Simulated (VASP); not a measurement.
# Si5NiO12 (P1) in VASP: single point with PBEsol+U

Aim: the single point of Si5NiO12 with PBEsol+U.

Everything below comes from runs of VASP 6.6.1. Logs are shortened: lines on timing, memory, paths and dates and some standing lists are left out, and cuts for length are marked.

### Step 1. The cell of the first run

The typed cell holds 18 atoms: a = 9.833 Å, b = 4.916 Å, c = 5.408 Å, α = 90.00°, β = 90.00°, γ = 120.00°.

### Step 2. Single point, PBEsol+U, collinear spin, ferromagnetic start

The input, INCAR:

```
  ALGO = Normal
  EDIFF = 1E-6
  ENCUT = 520
  GGA = PS
  ISIF = 2
  ISMEAR = 0
  ISPIN = 2
  KPAR = 4
  LASPH = T
  LCHARG = T
  LDAU = T
  LDAUJ = 0 0 0
  LDAUL = 2 -1 -1
  LDAUPRINT = 1
  LDAUTYPE = 2
  LDAUU = 5 0 0
  LMAXMIX = 4
  LORBIT = 11
  LREAL = Auto
  LVHAR = T
  LWAVE = F
  MAGMOM = 4 0 0 0 0 0 0 0 0 0 0 0 0 0 0 0 0 0
  NBANDS = 70
  NELM = 150
  PREC = Accurate
  SIGMA = 0.05
```

The input, KPOINTS:

```
k-points
0
Gamma
  4 4 3
```

The input, POSCAR:

```
Si5NiO12
1.0
    9.8327200000      0.0000000000      0.0000000000
   -2.4581800000      4.2576927000      0.0000000000
    0.0000000000      0.0000000000      5.4084000000
Ni Si O
1 5 12
Direct
    0.2276730509      0.0167602132      0.6729315115
    0.7327447177      0.9822286950      0.6596868457
    0.9955031988      0.4569620289      0.3361602475
    0.5019566314      0.4560873913      0.3242791530
    0.2723466675      0.5663218984      0.0193944739
    0.7693824824      0.5215083281      0.9891612292
    0.2005962525      0.3375042496      0.7777810626
    0.7047173918      0.2536846634      0.7758837011
    0.3643616813      0.1172396500      0.4218935507
    0.8583674432      0.1173683190      0.4332581123
    0.4353541174      0.5941417731      0.1126439093
    0.9334413600      0.5751193706      0.1041009841
    0.1428784063      0.4226063247      0.2408122776
    0.6414641766      0.4105526909      0.2103090048
    0.0409574612      0.7049881868      0.5639303615
    0.5676724717      0.7039345913      0.5531612583
    0.3062425160      0.9129617074      0.9362867776
    0.7998856691      0.8507141800      0.8740508076
```

Potentials or basis: VASP PAW PBE potentials, release 64 (Ni, Si, O).

Run with:

```console
cat potpaw_PBE.64/Ni/POTCAR potpaw_PBE.64/Si/POTCAR potpaw_PBE.64/O/POTCAR > POTCAR
mpirun -np 4 vasp_std > vasp.out
```

OUTCAR:

```text
EDIFF = 1E-6
   ENCUT = 520
   GGA = PS
   ISIF = 2
   ISMEAR = 0
   ISPIN = 2
   LASPH = T
   LORBIT = 11
   LREAL = Auto
   NELM = 150
   PREC = Accurate

 ion  position               nearest neighbor table
   1  0.228  0.017  0.673-   9 1.80  15 1.80  17 1.81   7 1.82   5 3.10   4 3.11
   2  0.733  0.982  0.660-  16 1.62   8 1.62  18 1.62  10 1.63   3 3.03   6 3.04   4 3.04   6 3.06

   3  0.996  0.457  0.336-  10 1.62  13 1.62  12 1.62  15 1.63   2 3.03   5 3.03   6 3.04
   4  0.502  0.456  0.324-  14 1.62   9 1.62  11 1.63  16 1.63   2 3.04   5 3.06   6 3.08   1 3.11

   5  0.272  0.566  0.019-  11 1.62  17 1.63  13 1.63   7 1.64   3 3.03   4 3.06   1 3.10
   6  0.769  0.522  0.989-  18 1.62  14 1.62   8 1.62  12 1.62   2 3.04   3 3.04   2 3.06   4 3.08

   7  0.201  0.338  0.778-   5 1.64   1 1.82
   8  0.705  0.254  0.776-   2 1.62   6 1.62
   9  0.364  0.117  0.422-   4 1.62   1 1.80
  10  0.858  0.117  0.433-   3 1.62   2 1.63
  11  0.435  0.594  0.113-   5 1.62   4 1.63
  12  0.933  0.575  0.104-   6 1.62   3 1.62
  13  0.143  0.423  0.241-   3 1.62   5 1.63
  14  0.641  0.411  0.210-   4 1.62   6 1.62
  15  0.041  0.705  0.564-   3 1.63   1 1.80
  16  0.568  0.704  0.553-   2 1.62   4 1.63
  17  0.306  0.913  0.936-   5 1.63   1 1.81
  18  0.800  0.851  0.874-   6 1.62   2 1.62

  Warning from LATTYP: Monoclinic adjustment (A1->A3, A2->A1, A3->A2)!
  LATTYP: Found a simple orthorhombic cell.
 ALAT       =     4.9163600397
 B/A-ratio  =     1.1000821657
 C/A-ratio  =     1.7320507982

  Lattice vectors:

 A1 = (  -2.4581800000,   4.2576927000,   0.0000000000)
 A2 = (   0.0000000000,   0.0000000000,   5.4084000000)
 A3 = (   7.3745400000,   4.2576927000,   0.0000000000)

Analysis of symmetry for initial positions (statically):
=====================================================================
 Subroutine PRICEL returns:
 Original cell was already a primitive cell.

 Routine SETGRP: Setting up the symmetry group for a
 simple orthorhombic supercell.

 Subroutine GETGRP returns: Found  1 space group operations
 (whereof  1 operations were pure point group operations)
 out of a pool of  8 trial point group operations.

The static configuration has the point symmetry C_1 .

Analysis of symmetry for dynamics (positions and initial velocities):
=====================================================================
 Subroutine PRICEL returns:
[... 229 lines left out ...]
  o =  1.0522  v = -0.2723 -0.0751  0.0387 -0.9570  0.0538  0.0000  0.0000  0.0000  0.0000  0.0000      0.0000  0.0000  0.0000  0.0000  0.0000  0.0000  0.0000  0.0000  0.0000  0.0000

 number of electron     101.9999986 magnetization       4.0000454

 Free energy of the ion-electron system (eV)
  ---------------------------------------------------
  ext. energy  EPLUGINS =         0.00000000
  ---------------------------------------------------
  free energy    TOTEN  =      -136.85873051 eV

  energy without entropy =     -136.85709457  energy(sigma->0) =     -136.85791254

 E-fermi :   1.2121     XC(G=0):  -9.5845

 val. band max:        1.1600851285   @ k =  -0.2500   0.2500  -0.3333
 cond. band min:       1.2645326544   @ k =   0.0000   0.5000   0.3333
 fundamental gap:      0.1044475259
 Fermi energy:         1.2120966203

 spin component 1

 k-point     1 :       0.0000    0.0000    0.0000
  band No.  band energies     occupation
      1     -18.3778      1.00000
      2     -17.6667      1.00000
      3     -17.4731      1.00000
      4     -16.9490      1.00000
      5     -16.8009      1.00000
      6     -16.3664      1.00000
[... 3161 lines left out ...]
     62      11.1371      0.00000
     63      11.2478      0.00000

 [... further k-points ...]

 [bands above 63 left out]

------------------------ aborting loop because EDIFF is reached ----------------------------------------

  FORCE on cell =-STRESS in cart. coord.  units (eV):
  Direction    XX          YY          ZZ          XY          YZ          ZX
  --------------------------------------------------------------------------------------
  -------------------------------------------------------------------------------------
  Total        0.4109874      1.1594314      1.6999993      0.1618696     -0.8752922      0.1342684
  in kB        2.9081872      8.2042494     12.0293601      1.1454048     -6.1936529      0.9500961
  external PRESSURE =       7.7139322 kB  Pullay stress =       0.0000000 kB

 VOLUME and BASIS-vectors are now :
 -----------------------------------------------------------------------------
  energy-cutoff  :      520.00
  volume of cell :      226.42
      direct lattice vectors                 reciprocal lattice vectors
     9.832720000  0.000000000  0.000000000     0.101701259  0.058717248  0.000000000
    -2.458180000  4.257692700  0.000000000     0.000000000  0.234868994  0.000000000
     0.000000000  0.000000000  5.408400000     0.000000000  0.000000000  0.184897567

 POSITION                                       TOTAL-FORCE (eV/Angst)
 -----------------------------------------------------------------------------------
      2.19745      0.07136      3.63948         0.063002     -0.018038     -0.033799
      4.79038      4.18203      3.56785        -0.015861      0.004004     -0.002915
      8.66521      1.94560      1.81809         0.027533     -0.039565     -0.033783
      3.81445      1.94188      1.75383         0.017596      0.029701      0.003236
      1.28579      2.41122      0.10489         0.041423     -0.012025      0.057138
      6.28316      2.22042      5.34978         0.019693      0.016055     -0.008553
[... 10 lines left out ...]
      0.76697      3.88711      5.06381        -0.444820      0.277918     -0.584041
      5.77384      3.62208      4.72722         0.010441      0.025170      0.012796
 -----------------------------------------------------------------------------------
    total drift:                               -0.012373      0.002035      0.002150

  FREE ENERGIE OF THE ION-ELECTRON SYSTEM (eV)
  ---------------------------------------------------
  free  energy   TOTEN  =      -136.8587305068 eV

  energy  without entropy=     -136.8570945653  energy(sigma->0) =     -136.85791254

 total charge

# of ion       s       p       d       tot
------------------------------------------
    1        0.486   0.696   8.163   9.345
    2        0.650   1.003   0.000   1.654
    3        0.656   1.003   0.000   1.660
    4        0.655   1.005   0.000   1.660
    5        0.661   1.007   0.000   1.668
    6        0.649   1.002   0.000   1.652
[... 10 lines left out ...]
   17        1.565   3.481   0.000   5.046
   18        1.547   3.678   0.000   5.226
--------------------------------------------------
tot         22.400  48.996   8.163  79.560

 magnetization (x)

# of ion       s       p       d       tot
------------------------------------------
    1       -0.005   0.058   2.049   2.102
    2       -0.000  -0.000   0.000  -0.000
    3        0.000   0.002   0.000   0.002
    4        0.001   0.003   0.000   0.005
    5       -0.000   0.002   0.000   0.002
    6       -0.000   0.000   0.000   0.000
[... 10 lines left out ...]
   17        0.010   0.349   0.000   0.359
   18        0.000   0.004   0.000   0.004
--------------------------------------------------
tot          0.038   1.592   2.049   3.679
```

stdout:

```text
POSCAR found type information on POSCAR NiSiO
 POSCAR found :  3 types and      18 ions
 scaLAPACK will be used
 -----------------------------------------------------------------------------
|                                                                             |
|                                                                             |
|     You enforced a specific xc type in the INCAR file but a different       |
|     I HOPE YOU KNOW WHAT YOU ARE DOING!                                     |
|                                                                             |
 -----------------------------------------------------------------------------

 LDA part: xc-table for (Slater+PW92), standard interpolation
 POSCAR, INCAR and KPOINTS ok, starting setup
 FFT: planning ... GRIDC
 FFT: planning ... GRID_SOFT
 FFT: planning ... GRID
 WAVECAR not read
 entering main loop
```

It took 22 min on 4 MPI ranks of AMD EPYC 7R43 (Zen 3), shared host; peak memory 0.75 GiB.

What came out:

- Free energy: -136.8587 eV
- Pressure: 0.8 GPa
- Largest force: 0.844 eV/Å
- Band gap on the k mesh: 0.10 eV (least direct gap 0.11 eV)
- Net moment: 4.00 μB per cell
- Site moments: Ni +2.10; Si -0.00, +0.00, +0.01 (each value once); O +0.37, +0.01, +0.32, +0.03, +0.05, +0.34, +0.36, +0.00 (each value once) μB
- Valence electrons inside the program's atomic spheres: Ni 9.35; Si 1.65, 1.66, 1.67 (each value once); O 5.03, 5.22, 5.06, 5.21, 5.20, 5.05, 5.23 (each value once)

Forces on the atoms (eV/Å):
```
Ni   0.063 -0.018 -0.034
Si  -0.016  0.004 -0.003
Si   0.028 -0.040 -0.034
Si   0.018  0.030  0.003
Si   0.041 -0.012  0.057
Si   0.020  0.016 -0.009
O    0.364 -0.559 -0.320
O   -0.012  0.013 -0.009
O   -0.512 -0.280  0.609
O    0.006 -0.014 -0.012
O    0.013  0.021 -0.013
O    0.025  0.010 -0.001
O    0.016 -0.015 -0.003
O    0.008 -0.012  0.019
O    0.390  0.575  0.310
O   -0.019 -0.023  0.009
O   -0.445  0.278 -0.584
O    0.010  0.025  0.013
```

Eigenvalues of the final occupation matrices:
```tsv
site	spin	trace	eigenvalues
site 1 d	1	5.13	1.00 1.00 1.04 1.04 1.05
site 1 d	2	3.07	0.34 0.44 0.46 0.84 0.99
```

Caveat: the PAW data sets were made with another functional, which shifts forces and pressure a little; an odd mesh through Γ misses points on the zone boundary, where band edges can lie; a cell with one magnetic atom can't hold antiferromagnetic order, which such compounds often take.
